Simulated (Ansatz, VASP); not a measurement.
Two plane-wave programs on Ta

INCAR

```
SYSTEM = Ta
PREC = Accurate
ENCUT = 520
EDIFF = 1E-7
ISMEAR = 0
SIGMA = 0.15
LREAL = .FALSE.
LASPH = .TRUE.
NELM = 60
ALGO = Fast
ISIF = 2
LWAVE = .FALSE.
LCHARG = .FALSE.
GGA = PS
NBANDS = 12
```

Contents of KPOINTS:

```
regular mesh
0
G
  20 20 20
  0 0 0
```

The input POSCAR:

```
Ta
1.0
   -1.6265108000      1.6265108000      1.6017416000
    1.6265108000     -1.6265108000      1.6017416000
    1.6265108000      1.6265108000     -1.6017416000
Ta
1
Direct
    0.0000000000      0.0000000000      0.0000000000
```

Input for Ansatz:

```yaml
crystal:
  lattice:
    - [-1.6265108, 1.6265108, 1.6017416]
    - [1.6265108, -1.6265108, 1.6017416]
    - [1.6265108, 1.6265108, -1.6017416]
  atoms:
    - { symbol: Ta, position: [0.0, 0.0, 0.0] }
basis:
  ecutwfc: 420
kpoints:
  mp_grid: { grid: [20, 20, 20] }
hamiltonian:
  xc: pbesol
scf:
  occupations: { method: gaussian, width: 0.15 }
output:
  forces: true
  stress: true
  eigenvalues: true
```

Change from the starting cell: strain -0.015 along x and y, -0.030 along z, atoms carried along.

Alike in both runs: task single point; functional PBEsol; k mesh 20 × 20 × 20; occupations gaussian, width 0.15 eV; no spin polarisation.

```csv
,VASP,Ansatz
version,VASP 6.6.1,Ansatz 0.2.0
potentials or method,"VASP PAW PBE potentials, release 64 (Ta_pv), cutoff 520 eV","scalar-relativistic, plane waves, PAW"
valence electrons in the cell,11,13
```

|  | VASP | Ansatz | Ansatz less VASP |
| --- | --- | --- | --- |
| gap on the k mesh at the Fermi level (eV) | none | none | - |
| pressure (GPa) | 9.8 | 9.5 | -0.32 |
| traceless stress, the component that is largest in VASP (GPa) | 1.47 | 1.48 | +0.003 |

VASP's potentials were made for PBE, not for PBEsol. A gap of «none» marks a metal or a gap that the smearing closes. VASP's potentials hold 11 valence electrons a cell and Ansatz's 13, so a difference there can come from the potentials and not from the codes.

Spin-orbit coupling is off throughout.
